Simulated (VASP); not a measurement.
# Hf (Im-3m) in VASP: relaxation of cell and atoms with PBEsol

Aim: the relaxation of cell and atoms of Hf with PBEsol.

Program: VASP 6.6.1. These are calculated values, not measurements. Logs are shortened: lines on timing, memory, paths and dates and some standing lists are left out, and cuts for length are marked.

## 1. The cell of the first run

The structure is cubic, space group Im-3m (No. 229). The conventional cell has a = 3.114 Å, b = 3.114 Å, c = 3.114 Å, α = 90.00°, β = 90.00°, γ = 90.00°. Hf (site symmetry m-3m) has 14 Hf at 2.70 to 3.11 Å within 3.6 Å.

This isn't the form of Hf at room conditions, which is hcp.

## 2. Relaxation of cell and atoms, PBEsol, target pressure 71 GPa, at which the enthalpy is minimised

Contents of INCAR:

```
ALGO     = Normal         # electronic algorithm
EDIFF    = 1E-6           # SCF threshold, eV
EDIFFG   = -0.005         # ionic threshold
ENCUT    = 600            # plane-wave cutoff, eV
GGA      = PS             # functional
IBRION   = 2              # ionic algorithm
ISIF     = 3              # what is computed and relaxed
ISMEAR   = -1             # smearing method
LASPH    = T              # aspherical terms in the spheres
LCHARG   = F              # write CHGCAR
LREAL    = F              # projectors in reciprocal space
LWAVE    = F              # write WAVECAR
NELM     = 60             # most SCF steps
NSW      = 60             # ionic steps
PREC     = Accurate       # precision mode
PSTRESS  = 710.0        
SIGMA    = 0.1            # smearing width, eV
```

Contents of KPOINTS:

```
k-points
0
Gamma
  17 17 17
```

Contents of POSCAR:

```
Hf
1.0
   -1.5570786244      1.5570786244      1.5570786244
    1.5570786244     -1.5570786244      1.5570786244
    1.5570786244      1.5570786244     -1.5570786244
Hf
1
Direct
    0.0000000000      0.0000000000      0.0000000000
```

Potentials or basis: VASP PAW PBE potentials, release 64 (Hf_pv).

Command:

```sh
$ cat potpaw_PBE.64/Hf_pv/POTCAR > POTCAR
$ mpirun -np 1 vasp_std > vasp.out
```

OUTCAR:

```text
EDIFF = 1E-6
   EDIFFG = -0.005
   ENCUT = 600
   GGA = PS
   IBRION = 2
   ISIF = 3
   ISMEAR = -1
   LASPH = T
   LREAL = F
   NELM = 60
   NSW = 60
   PREC = Accurate
   PSTRESS = 710.0

 ion  position               nearest neighbor table
   1  0.000  0.000  0.000-

  LATTYP: Found a body centered cubic cell.
 ALAT       =     3.1141572488

  Lattice vectors:

 A1 = (  -1.5570786244,   1.5570786244,   1.5570786244)
 A2 = (   1.5570786244,  -1.5570786244,   1.5570786244)
 A3 = (   1.5570786244,   1.5570786244,  -1.5570786244)

Analysis of symmetry for initial positions (statically):
=====================================================================
 Subroutine PRICEL returns:
 Original cell was already a primitive cell.

 Routine SETGRP: Setting up the symmetry group for a
 body centered cubic supercell.

 Subroutine GETGRP returns: Found 48 space group operations
 (whereof 48 operations were pure point group operations)
 out of a pool of 48 trial point group operations.

The static configuration has the point symmetry O_h .

Analysis of symmetry for dynamics (positions and initial velocities):
=====================================================================
 Subroutine PRICEL returns:
 Original cell was already a primitive cell.

 Routine SETGRP: Setting up the symmetry group for a
 body centered cubic supercell.

 Subroutine GETGRP returns: Found 48 space group operations
 (whereof 48 operations were pure point group operations)
 out of a pool of 48 trial point group operations.

The dynamic configuration has the point symmetry O_h .

 Subroutine INISYM returns: Found 48 space group operations
 (whereof 48 operations are pure point group operations),
 and found     1 'primitive' translations

----------------------------------------------------------------------------------------

                                     Primitive cell

  volume of cell :      15.1005

  direct lattice vectors                    reciprocal lattice vectors
    -1.557078624  1.557078624  1.557078624     0.000000000  0.321114164  0.321114164
     1.557078624 -1.557078624  1.557078624     0.321114164  0.000000000  0.321114164
     1.557078624  1.557078624 -1.557078624     0.321114164  0.321114164  0.000000000

  length of vectors
     2.696939289  2.696939289  2.696939289     0.454124005  0.454124005  0.454124005

  position of ions in fractional coordinates (direct lattice)
     0.000000000  0.000000000  0.000000000

  ion indices of the primitive-cell ions
   primitive index   ion index
                 1           1

----------------------------------------------------------------------------------------

 KPOINTS: k-points

Automatic generation of k-mesh.
 Grid dimensions read from file:
 generate k-points for:   17   17   17

 Generating k-lattice:

  Cartesian coordinates                     Fractional coordinates (reciprocal lattice)
     0.000000000  0.018889068  0.018889068     0.058823529  0.000000000  0.000000000
     0.018889068  0.000000000  0.018889068     0.000000000  0.058823529  0.000000000
     0.018889068  0.018889068  0.000000000     0.000000000  0.000000000  0.058823529

  Length of vectors
     0.026713177  0.026713177  0.026713177

  Shift w.r.t. Gamma in fractional coordinates (k-lattice)
     0.000000000  0.000000000  0.000000000

 Subroutine IBZKPT returns following result:
 ===========================================

 Found    165 irreducible k-points:

 Following reciprocal coordinates:
            Coordinates               Weight
  0.000000  0.000000  0.000000      1.000000
  0.058824  0.000000  0.000000     12.000000
  0.117647  0.000000  0.000000     12.000000
  0.176471  0.000000  0.000000     12.000000
  0.235294  0.000000  0.000000     12.000000
  0.294118  0.000000  0.000000     12.000000
[... 16 lines left out ...]
  0.411765  0.117647  0.000000     48.000000
  0.176471  0.176471  0.000000     24.000000
 [... further k-points ...]
   k-points           NKPTS =    165   k-points in BZ     NKDIM =    165   number of bands    NBANDS=      9
   number of dos      NEDOS =    301   number of ions     NIONS =      1
   total plane-waves  NPLWV =  13824
   dimension x,y,z NGX =    24 NGY =   24 NGZ =   24
   dimension x,y,z NGXF=    48 NGYF=   48 NGZF=   48
   ions per type =               1
   NGX,Y,Z   is equivalent  to a cutoff of  14.79, 14.79, 14.79 a.u.
   NGXF,Y,Z  is equivalent  to a cutoff of  29.59, 29.59, 29.59 a.u.
 SYSTEM =  unknown system
   PREC   = accura    normal or accurate (medium, high low for compatibility)
   ISTART =      0    job   : 0-new  1-cont  2-samecut
   ICHARG =      2    charge: 1-file 2-atom 10-const
   ISPIN  =      1    spin polarized calculation?
   LNONCOLLINEAR =      F non collinear calculations
   LSORBIT =      F    spin-orbit coupling
   LASPH  =      T    aspherical Exc in radial PAW
   ENCUT  =  600.0 eV  44.10 Ry    6.64 a.u.   5.39  5.39  5.39*2*pi/ulx,y,z
   NELM   =     60;   NELMIN=  2; NELMDL= -5     # of ELM steps
   EDIFF  = 0.1E-05   stopping-criterion for ELM
   LREAL  =      F    real-space projection
   EDIFFG = -.5E-02   stopping-criterion for IOM
   NSW    =     60    number of steps for IOM
   IBRION =      2    ionic relax: 0-MD 1-quasi-New 2-CG
   NFREE  =      1    steps in history (QN), initial steepest desc. (CG)
   ISIF   =      3    stress and relaxation
   ISYM   =      2    0-nonsym 1-usesym 2-fastsym
   POTIM  = 0.5000    time-step for ionic-motion
   TEBEG  =    0.0;   TEEND  =   0.0 temperature during run
   PSTRESS=  710.0 pullay stress
   NELECT =      10.0000    total number of electrons
   NUPDOWN=      -1.0000    fix difference up-down
   EMIN   =  10.00;   EMAX   =-10.00  energy-range for DOS
   EFERMI =   0.00;   METHOD = LEGACY
   ISMEAR =    -1;   SIGMA  =   0.10  broadening in eV -4-tet -1-fermi 0-gaus
   EFERMI_NEDOS =   21; number of points for ismear=-14 and -15
   IALGO  =     38    algorithm
   IMIX   =      4    mixing-type and parameters
     AMIX     =   0.40;   BMIX     =  1.00
     AMIX_MAG =   1.60;   BMIX_MAG =  1.00
  volume/ion in A,a.u.               =      15.10       101.90
  Fermi-wavevector in a.u.,A,eV,Ry     =   1.426957  2.696558 27.704277  2.036207
  Thomas-Fermi vector in A             =   2.547178
   LORBIT       =      0    0 simple, 1 ext, 2 COOP (PROOUT), +10 PAW based schemes
   GGA     = PS    functional components
   LHFCALC =     F    Hartree Fock is set to
   AEXX    =    0.0000 exact exchange contribution
   IVDW    =     0    specifies the selected vdW correction
   LEPSILON=     F    determine dielectric tensor
   LRPA    =     F    only Hartree local field effects (RPA)
 conjugate gradient relaxation of ions
 non-spin polarized calculation
  energy-cutoff  :      600.00
  volume of cell :       15.10
 maximum number of plane-waves:       531
 NGX is ok and might be reduce to    24
   NGX = 11   NGY = 11   NGZ = 11

--------------------------------------- Ionic step        1  -------------------------------------------

 number of electron      10.0000000 magnetization

 Free energy of the ion-electron system (eV)
  ---------------------------------------------------
  ext. energy  EPLUGINS =         0.00000000
  ---------------------------------------------------
  free energy    TOTEN  =        -9.40550032 eV

  energy without entropy =       -9.37490588  energy(sigma->0) =       -9.39020310

------------------------ aborting loop because EDIFF is reached ----------------------------------------

  FORCE on cell =-STRESS in cart. coord.  units (eV):
  Direction    XX          YY          ZZ          XY          YZ          ZX
  --------------------------------------------------------------------------------------
  -------------------------------------------------------------------------------------
  Total        6.0321432      6.0321432      6.0321432      0.0000000      0.0000000      0.0000000
  in kB      640.0156700    640.0156700    640.0156700      0.0000000      0.0000000      0.0000000
  external PRESSURE =     -69.9843300 kB  Pullay stress =     710.0000000 kB
[... 96 lines left out ...]
  enthalpy is  TOTEN    =        -2.7214438845 eV   P V=        6.5422116607

--------------------------------------- Ionic step        4  -------------------------------------------

 number of electron       9.9999999 magnetization

 Free energy of the ion-electron system (eV)
  ---------------------------------------------------
  ext. energy  EPLUGINS =         0.00000000
  ---------------------------------------------------
  free energy    TOTEN  =        -9.25960100 eV

  energy without entropy =       -9.23070971  energy(sigma->0) =       -9.24515535

 E-fermi :   7.6048     XC(G=0): -13.4462

 val. band max:        7.5922650244   @ k =   0.2353   0.1765   0.1765
 cond. band min:       7.6198340201   @ k =   0.2353   0.1765   0.0588
 fundamental gap:      0.0275689957
 Fermi energy:         7.6048436228

 k-point     1 :       0.0000    0.0000    0.0000
  band No.  band energies     occupation
      1     -20.5375      2.00000
      2     -20.5375      2.00000
      3     -20.5375      2.00000
      4      -0.4356      2.00000
      5       9.2728      0.00000
      6       9.2728      0.00000
      7       9.2728      0.00000
      8      13.4452      0.00000
      9      13.4452      0.00000
[... 265 lines left out ...]
 k-point    24 :       0.1765    0.1765    0.0000
  band No.  band energies     occupation
      1     -22.4754      2.00000
      2     -21.1773      2.00000
      3     -20.7467      2.00000
      4       3.5594      2.00000
      5       6.9517      1.99709
      6       7.5348      1.33673
      7      12.1172      0.00000
      8      14.8070      0.00000
      9      15.0770      0.00000

 [... further k-points ...]
[... 5 lines left out ...]
  --------------------------------------------------------------------------------------
  -------------------------------------------------------------------------------------
  Total        6.5374538      6.5374538      6.5374538      0.0000000     -0.0000000     -0.0000000
  in kB      709.9241868    709.9241868    709.9241868      0.0000000     -0.0000000     -0.0000000
  external PRESSURE =      -0.0758132 kB  Pullay stress =     710.0000000 kB
[... 16 lines left out ...]
  FREE ENERGIE OF THE ION-ELECTRON SYSTEM (eV)
  ---------------------------------------------------
  free  energy   TOTEN  =        -9.2596009950 eV

  energy  without entropy=       -9.2307097137  energy(sigma->0) =       -9.24515535

  enthalpy is  TOTEN    =        -2.7214490807 eV   P V=        6.5381519143

 reached required accuracy - stopping structural energy minimisation
```

It took 24 s on 1 thread of Intel Xeon 6975P-C (Granite Rapids), shared host; peak memory 0.17 GiB.

What came out:

| Property | Result |
| --- | --- |
| Free energy | -9.2596 eV |
| Relaxed volume | 14.75 Å³/atom |
| Relaxed cell | a = 2.676 Å, b = 2.676 Å, c = 2.676 Å, α = 109.47°, β = 109.47°, γ = 109.47° |
| Space group after relaxing (to 0.1 Å) | Im-3m (No. 229) |
| Energy change on relaxing (the run minimises the enthalpy) | +145.9 meV/atom |
| Ionic steps | 4 |
| Pressure after relaxing | 71.0 GPa |
| Band gap on the k mesh | zero (bands 5 and 6 overlap by 2.87 eV) |

Step by step:
```tsv
step	energy change (eV)	largest force (eV/Å)	pressure (GPa)	volume (Å³)
1	0.0000	0.0000	64.00	15.10
2	0.6914	0.0000	96.91	13.70
3	0.1418	0.0000	70.80	14.76
4	0.1459	0.0000	70.99	14.75
```

Final structure:
```xyz
1
Lattice="-1.5451 1.5451 1.5451 1.5451 -1.5451 1.5451 1.5451 1.5451 -1.5451" Properties=species:S:1:pos:R:3 pbc="T T T"
Hf    0.0000    0.0000    0.0000
```

Caveat: the cell is relaxed towards a set pressure, so the run minimises the enthalpy, not the energy; the PAW data sets were made with another functional, which shifts forces and pressure a little; spin-orbit coupling is left out, which moves the levels of the heavy elements.
